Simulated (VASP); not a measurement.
# KBr in VASP: single point with PBE

Aim: the single point of KBr with PBE.

Program: VASP 6.6.1. These are calculated values, not measurements. Logs are shortened: lines on timing, memory, paths and dates and some standing lists are left out, and cuts for length are marked.

## Step 1: The cell of the first run

The cell holds a wire or tube with vacuum around it, 4 atoms: a = 12.200 Å, b = 9.300 Å, c = 6.031 Å, α = 90.00°, β = 90.00°, γ = 90.00°.

## Step 2: Single point, PBE, collinear spin

The input, INCAR:

```
SYSTEM = KBr
ALGO     = Normal         ! electronic algorithm
EDIFF    = 1E-7           ! SCF threshold, eV
ENCUT    = 520            ! plane-wave cutoff, eV
GGA      = PE             ! functional
ISIF     = 2              ! what is computed and relaxed
ISMEAR   = 0              ! smearing method
ISPIN    = 2              ! spin polarisation
LASPH    = .TRUE.         ! aspherical terms in the spheres
LCHARG   = .TRUE.         ! write CHGCAR
LELF     = .TRUE.         ! ELF
LORBIT   = 11             ! projections on sites
LREAL    = .FALSE.        ! projectors in reciprocal space
LVHAR    = .TRUE.       
LWAVE    = .FALSE.        ! write WAVECAR
MAGMOM   = 0.5 0.5 0.5 0.5 ! initial moments
NBANDS   = 28             ! bands
NELM     = 150            ! most SCF steps
PREC     = Accurate       ! precision mode
SIGMA    = 0.05           ! smearing width, eV
```

The input, KPOINTS:

```
k-points
0
G
  1 1 11
  0 0 0
```

The input, POSCAR:

```
KBr
1.0
   12.2000000000      0.0000000000      0.0000000000
    0.0000000000      9.3000000000      0.0000000000
    0.0000000000      0.0000000000      6.0308062365
K Br
2 2
Direct
    0.3702388002      0.5000000000      0.0000000000
    0.6297611998      0.5000000000      0.5000000000
    0.3702388002      0.5000000000      0.5000000000
    0.6297611998      0.5000000000      0.0000000000
```

Potentials or basis: VASP PAW PBE potentials, release 64 (K_sv, Br).

Run with:

```bash
> cat potpaw_PBE.64/K_sv/POTCAR potpaw_PBE.64/Br/POTCAR > POTCAR
> mpirun -np 1 vasp_std > vasp.out
```

OUTCAR:

```text
SYSTEM = KBr
   EDIFF = 1E-7
   ENCUT = 520
   GGA = PE
   ISIF = 2
   ISMEAR = 0
   ISPIN = 2
   LASPH = .TRUE.
   LORBIT = 11
   LREAL = .FALSE.
   NELM = 150
   PREC = Accurate

 ion  position               nearest neighbor table
   1  0.370  0.500  0.000-   3 3.02   3 3.02   4 3.17
   2  0.630  0.500  0.500-   4 3.02   4 3.02   3 3.17
   3  0.370  0.500  0.500-   1 3.02   1 3.02   2 3.17
   4  0.630  0.500  0.000-   2 3.02   2 3.02   1 3.17

  LATTYP: Found a simple orthorhombic cell.
 ALAT       =     6.0308062365
 B/A-ratio  =     1.5420823743
 C/A-ratio  =     2.0229467706

  Lattice vectors:

 A1 = (   0.0000000000,   0.0000000000,  -6.0308062365)
 A2 = (   0.0000000000,   9.3000000000,   0.0000000000)
 A3 = (  12.2000000000,   0.0000000000,   0.0000000000)

Analysis of symmetry for initial positions (statically):
=====================================================================
 Subroutine PRICEL returns:
 Original cell was already a primitive cell.

 Routine SETGRP: Setting up the symmetry group for a
 simple orthorhombic supercell.

 Subroutine GETGRP returns: Found  8 space group operations
 (whereof  4 operations were pure point group operations)
 out of a pool of  8 trial point group operations.

The static configuration has the point symmetry C_2v.
 The point group associated with its full space group is D_2h.

Analysis of symmetry for dynamics (positions and initial velocities):
=====================================================================
 Subroutine PRICEL returns:
 Original cell was already a primitive cell.

 Routine SETGRP: Setting up the symmetry group for a
 simple orthorhombic supercell.

 Subroutine GETGRP returns: Found  8 space group operations
 (whereof  4 operations were pure point group operations)
 out of a pool of  8 trial point group operations.

The dynamic configuration has the point symmetry C_2v.
 The point group associated with its full space group is D_2h.

Analysis of structural, dynamic, and magnetic symmetry:
=====================================================================
 Subroutine PRICEL returns:
 Original cell was already a primitive cell.

 Routine SETGRP: Setting up the symmetry group for a
 simple orthorhombic supercell.

 Subroutine GETGRP returns: Found  8 space group operations
 (whereof  4 operations were pure point group operations)
 out of a pool of  8 trial point group operations.

The overall configuration has the point symmetry C_2v.
 The point group associated with its full space group is D_2h.

 Subroutine INISYM returns: Found  8 space group operations
 (whereof  4 operations are pure point group operations),
 and found     1 'primitive' translations

----------------------------------------------------------------------------------------

                                     Primitive cell

  volume of cell :     684.2553

  direct lattice vectors                    reciprocal lattice vectors
    12.200000000  0.000000000  0.000000000     0.081967213  0.000000000  0.000000000
     0.000000000  9.300000000  0.000000000     0.000000000  0.107526882  0.000000000
     0.000000000  0.000000000  6.030806237     0.000000000  0.000000000  0.165815309

  length of vectors
    12.200000000  9.300000000  6.030806237     0.081967213  0.107526882  0.165815309

  position of ions in fractional coordinates (direct lattice)
     0.370238800  0.500000000  0.000000000
     0.629761200  0.500000000  0.500000000
     0.370238800  0.500000000  0.500000000
     0.629761200  0.500000000  0.000000000

  ion indices of the primitive-cell ions
   primitive index   ion index
                 1           1
                 2           2
                 3           3
                 4           4

----------------------------------------------------------------------------------------

 KPOINTS: k-points

Automatic generation of k-mesh.
 Grid dimensions read from file:
 generate k-points for:    1    1   11

 Generating k-lattice:

  Cartesian coordinates                     Fractional coordinates (reciprocal lattice)
     0.081967213  0.000000000  0.000000000     1.000000000  0.000000000  0.000000000
     0.000000000  0.107526882  0.000000000     0.000000000  1.000000000  0.000000000
     0.000000000  0.000000000  0.015074119     0.000000000  0.000000000  0.090909091

  Length of vectors
     0.081967213  0.107526882  0.015074119

  Shift w.r.t. Gamma in fractional coordinates (k-lattice)
     0.000000000  0.000000000  0.000000000

 Subroutine IBZKPT returns following result:
 ===========================================

 Found      6 irreducible k-points:

 Following reciprocal coordinates:
            Coordinates               Weight
  0.000000  0.000000  0.000000      1.000000
  0.000000  0.000000  0.090909      2.000000
  0.000000  0.000000  0.181818      2.000000
  0.000000  0.000000  0.272727      2.000000
  0.000000  0.000000  0.363636      2.000000
  0.000000  0.000000  0.454545      2.000000
   k-points           NKPTS =      6   k-points in BZ     NKDIM =      6   number of bands    NBANDS=     28
   number of dos      NEDOS =    301   number of ions     NIONS =      4
   total plane-waves  NPLWV = 322560
   dimension x,y,z NGX =    96 NGY =   70 NGZ =   48
   dimension x,y,z NGXF=   192 NGYF=  140 NGZF=   96
   ions per type =               2   2
   NGX,Y,Z   is equivalent  to a cutoff of  13.08, 12.51, 13.23 a.u.
   NGXF,Y,Z  is equivalent  to a cutoff of  26.16, 25.03, 26.46 a.u.
 SYSTEM =  KBr
   PREC   = accura    normal or accurate (medium, high low for compatibility)
   ISTART =      0    job   : 0-new  1-cont  2-samecut
   ICHARG =      2    charge: 1-file 2-atom 10-const
   ISPIN  =      2    spin polarized calculation?
   LNONCOLLINEAR =      F non collinear calculations
   LSORBIT =      F    spin-orbit coupling
   LASPH  =      T    aspherical Exc in radial PAW
   ENCUT  =  520.0 eV  38.22 Ry    6.18 a.u.  22.68 17.29 11.21*2*pi/ulx,y,z
   NELM   =    150;   NELMIN=  2; NELMDL= -5     # of ELM steps
   EDIFF  = 0.1E-06   stopping-criterion for ELM
   LREAL  =      F    real-space projection
   EDIFFG = 0.1E-05   stopping-criterion for IOM
   NSW    =      0    number of steps for IOM
   IBRION =     -1    ionic relax: 0-MD 1-quasi-New 2-CG
   NFREE  =      0    steps in history (QN), initial steepest desc. (CG)
   ISIF   =      2    stress and relaxation
   ISYM   =      2    0-nonsym 1-usesym 2-fastsym
   POTIM  = 0.5000    time-step for ionic-motion
   TEBEG  =    0.0;   TEEND  =   0.0 temperature during run
   PSTRESS=    0.0 pullay stress
   NELECT =      32.0000    total number of electrons
   NUPDOWN=      -1.0000    fix difference up-down
   EMIN   =  10.00;   EMAX   =-10.00  energy-range for DOS
   EFERMI =   0.00;   METHOD = LEGACY
   ISMEAR =     0;   SIGMA  =   0.05  broadening in eV -4-tet -1-fermi 0-gaus
   EFERMI_NEDOS =   21; number of points for ismear=-14 and -15
   IALGO  =     38    algorithm
   IMIX   =      4    mixing-type and parameters
     AMIX     =   0.40;   BMIX     =  1.00
     AMIX_MAG =   1.60;   BMIX_MAG =  1.00
  volume/ion in A,a.u.               =     171.06      1154.40
  Fermi-wavevector in a.u.,A,eV,Ry     =   0.589819  1.114596  4.733283  0.347886
  Thomas-Fermi vector in A             =   1.637621
   LORBIT       =     11    0 simple, 1 ext, 2 COOP (PROOUT), +10 PAW based schemes
   GGA     = PE    functional components
   LHFCALC =     F    Hartree Fock is set to
   AEXX    =    0.0000 exact exchange contribution
   IVDW    =     0    specifies the selected vdW correction
   LEPSILON=     F    determine dielectric tensor
   LRPA    =     F    only Hartree local field effects (RPA)
 spin polarized calculation
 Gauss-broadening in eV      SIGMA  =   0.05
  energy-cutoff  :      520.00
  volume of cell :      684.26
 maximum number of plane-waves:     18483
 NGX is ok and might be reduce to    90
   NGX = 45   NGY = 35   NGZ = 23

 number of electron      31.9999993 magnetization      -0.0000260

 number of electron      31.9999993 magnetization       0.0000015

 Free energy of the ion-electron system (eV)
  ---------------------------------------------------
  ext. energy  EPLUGINS =         0.00000000
  ---------------------------------------------------
  free energy    TOTEN  =       -11.30702135 eV

  energy without entropy =      -11.30702135  energy(sigma->0) =      -11.30702135

 E-fermi :  -4.6244     XC(G=0):  -2.3721

 val. band max:       -4.8643529434   @ k =   0.0000   0.0000   0.0000
 cond. band min:      -0.5423044091   @ k =   0.0000   0.0000   0.0000
 fundamental gap:      4.3220485344
 Fermi energy:        -4.6244050344

 spin component 1

 k-point     1 :       0.0000    0.0000    0.0000
  band No.  band energies     occupation
      1     -33.2547      1.00000
      2     -33.2502      1.00000
      3     -17.0645      1.00000
      4     -17.0137      1.00000
      5     -16.8285      1.00000
      6     -16.8199      1.00000
[... 20 lines left out ...]
     27       2.7928      0.00000
[... 132 lines left out ...]
      5     -16.8240      1.00000
      6     -16.8228      1.00000
[... 20 lines left out ...]
     27       2.8139      0.00000
     28       3.0166      0.00000
 Fermi energy:        -4.6244050344

 spin component 2

 k-point     1 :       0.0000    0.0000    0.0000
  band No.  band energies     occupation
      1     -33.2547      1.00000
      2     -33.2502      1.00000
      3     -17.0645      1.00000
      4     -17.0137      1.00000
      5     -16.8285      1.00000
      6     -16.8199      1.00000
[... 20 lines left out ...]
     27       2.7920      0.00000
[... 133 lines left out ...]
      6     -16.8228      1.00000
[... 20 lines left out ...]
     27       2.8138      0.00000
     28       3.0665      0.00000

------------------------ aborting loop because EDIFF is reached ----------------------------------------

  FORCE on cell =-STRESS in cart. coord.  units (eV):
  Direction    XX          YY          ZZ          XY          YZ          ZX
  --------------------------------------------------------------------------------------
  -------------------------------------------------------------------------------------
  Total        0.3622970      0.0213118      2.7532341      0.0000000      0.0000000      0.0000000
  in kB        0.8483151      0.0499015      6.4466718      0.0000000      0.0000000      0.0000000
  external PRESSURE =       2.4482961 kB  Pullay stress =       0.0000000 kB

 VOLUME and BASIS-vectors are now :
 -----------------------------------------------------------------------------
  energy-cutoff  :      520.00
  volume of cell :      684.26
      direct lattice vectors                 reciprocal lattice vectors
    12.200000000  0.000000000  0.000000000     0.081967213  0.000000000  0.000000000
     0.000000000  9.300000000  0.000000000     0.000000000  0.107526882  0.000000000
     0.000000000  0.000000000  6.030806237     0.000000000  0.000000000  0.165815309

 POSITION                                       TOTAL-FORCE (eV/Angst)
 -----------------------------------------------------------------------------------
      4.51691      4.65000      0.00000         0.006088      0.000000      0.000000
      7.68309      4.65000      3.01540        -0.006088      0.000000      0.000000
      4.51691      4.65000      3.01540        -0.126838      0.000000      0.000000
      7.68309      4.65000      0.00000         0.126838      0.000000      0.000000
 -----------------------------------------------------------------------------------
    total drift:                               -0.000000     -0.000000     -0.000000

  FREE ENERGIE OF THE ION-ELECTRON SYSTEM (eV)
  ---------------------------------------------------
  free  energy   TOTEN  =       -11.3070213488 eV

  energy  without entropy=      -11.3070213488  energy(sigma->0) =      -11.30702135

 total charge

# of ion       s       p       d       tot
------------------------------------------
    1        1.959   5.580   0.029   7.568
    2        1.959   5.580   0.029   7.568
    3        1.600   3.302   0.001   4.903
    4        1.600   3.302   0.001   4.903
--------------------------------------------------
tot          7.118  17.764   0.061  24.943

 magnetization (x)

# of ion       s       p       d       tot
------------------------------------------
    1        0.000  -0.000  -0.000  -0.000
    2        0.000  -0.000  -0.000  -0.000
    3       -0.000   0.000   0.000   0.000
    4       -0.000   0.000   0.000   0.000
--------------------------------------------------
tot         -0.000   0.000   0.000   0.000
```

Run time: 8.9 min. Hardware: 1 thread of AMD EPYC 7R43 (Zen 3), shared host; peak memory 0.92 GiB.

What came out:

- Free energy: -11.3070 eV
- Largest force: 0.127 eV/Å
- Band gap on the k mesh: 4.32 eV
- Net moment: 0.00 μB per cell
- Valence electrons inside the program's atomic spheres: K 7.57; Br 4.90

Forces on the atoms (eV/Å):
```
K    0.006  0.000  0.000
K   -0.006  0.000  0.000
Br  -0.127  0.000  0.000
Br   0.127  0.000  0.000
```

Levels at points of the mesh, in eV from the valence-band top:
Spin up:
| k point | band 13 | band 14 | band 15 | band 16 | band 17 | band 18 | band 19 | band 20 |
| --- | --- | --- | --- | --- | --- | --- | --- | --- |
| (0.00, 0.00, 0.00) | -0.15 | -0.08 | 0.00 | 0.00 | 4.32 | 5.34 | 5.71 | 6.34 |
Spin down:
```tsv
k point	band 13	band 14	band 15	band 16	band 17	band 18	band 19	band 20
(0.00, 0.00, 0.00)	-0.15	-0.08	0.00	0.00	4.32	5.34	5.71	6.34
```
